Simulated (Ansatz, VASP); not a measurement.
**One calculation of InP, two programs**

File INCAR:

```
SYSTEM = InP
ALGO = Normal
EDIFF = 1E-7
EDIFFG = -0.02
ENCUT = 520
GGA = PE
IBRION = 2
ISIF = 2
ISMEAR = -1
LASPH = .True.
LCHARG = .False.
LREAL = .False.
LWAVE = .False.
NELM = 100
NSW = 80
PREC = Accurate
SIGMA = 0.02
```

File KPOINTS:

```
k-points
0
Gamma
  13 13 13
  0 0 0
```

The input POSCAR:

```
InP
1.0
    0.0000000000      2.9146557824      2.9146557824
    2.9146557824      0.0000000000      2.9146557824
    2.9146557824      2.9146557824      0.0000000000
In P
1 1
Direct
    0.0000000000      0.0000000000      0.0000000000
    0.2500000000      0.2500000000      0.2500000000
```

Input for Ansatz:

```yaml
crystal:
  lattice:
    - [0.0, 2.9146557824, 2.9146557824]
    - [2.9146557824, 0.0, 2.9146557824]
    - [2.9146557824, 2.9146557824, 0.0]
  atoms:
    - { symbol: In, position: [0.0, 0.0, 0.0] }
    - { symbol: P, position: [0.25, 0.25, 0.25] }
kpoints:
  mp_grid: { grid: [13, 13, 13] }
scf:
  occupations: { method: fermi_dirac, width: 0.02 }
hamiltonian:
  xc: pbe
  pseudopotentials: { kind: paw }
output:
  forces: true
  stress: true
  populations: true
  efg: { quadrupole_moments_barn: { In: 0.772 }, contact_densities: true }
relax:
  f_tol: 0.02
  max_steps: 60
```

Change from the starting cell: volume scaled by 0.98, ions relaxed.

Alike in both runs: task relaxation of the atoms; functional PBE; k mesh 13 × 13 × 13; occupations fermi-dirac, width 0.02 eV; no spin polarisation.

|  | VASP | Ansatz |
| --- | --- | --- |
| version | VASP 6.6.1 | Ansatz 0.2.0 |
| potentials or method | VASP PAW PBE potentials, release 64 (In_d, P) | plane-wave PAW, scalar-relativistic |
| plane-wave cutoff (eV) | 520 | 420 |
| valence electrons in the cell | 18 | 18 |

```tsv
	VASP	Ansatz	Ansatz less VASP
gap on the k mesh at the Fermi level, each at its own relaxed structure (eV)	0.80	0.80	+0.003
```

Ansatz's warnings: stress scf threshold loose.

Noted on VASP's run: the relaxation stopped at its first step, so nothing moved.
